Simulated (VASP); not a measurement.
Runs of VASP 6.6.1 on Bi. The structure is that of space group Im-3m (No. 229), or close to it. The cells are those of the table. 

```tsv
cell	k mesh	gap on the mesh (eV)	pressure (GPa)
a = 3.482 Å, angles 109.5°, 1 atom	13 × 13 × 13	none	(c)
a = 3.301 Å, angles 109.5°, 1 atom	13 × 13 × 13	none	5.9
a = 3.439 Å, angles 109.5°, 1 atom	13 × 13 × 13	none	-2.2
a = 3.394 Å, angles 109.5°, 1 atom	19 × 19 × 19	none	-0.3
a = 3.348 Å, angles 109.5°, 1 atom	13 × 13 × 13	none	2.6
a = 3.394 Å, angles 109.5°, 1 atom	13 × 13 × 13	none	-0.1
a = 3.252 Å, angles 109.5°, 1 atom	13 × 13 × 13	none	(a)
a = 3.525 Å, angles 109.5°, 1 atom	13 × 13 × 13	none	(b)
```

Alike in all rows: task single point; level PBEsol; potentials or basis VASP PAW PBE potentials, release 64 (Bi_d); no spin polarisation; cutoff (eV) 520; smearing fermi-dirac 0.1 eV.

Task: Fill in the values left out.

Result: (a) 10.1; (b) -5.4; (c) -4.0.

Caveats: the PAW data sets were made with another functional, which shifts forces and pressure a little; spin-orbit coupling is left out, which moves the levels of the heavy elements.

A k mesh can miss the band edges, and the runs leave out spin-orbit coupling on Bi.

A gap of «none» marks levels without a gap at the run's occupations.
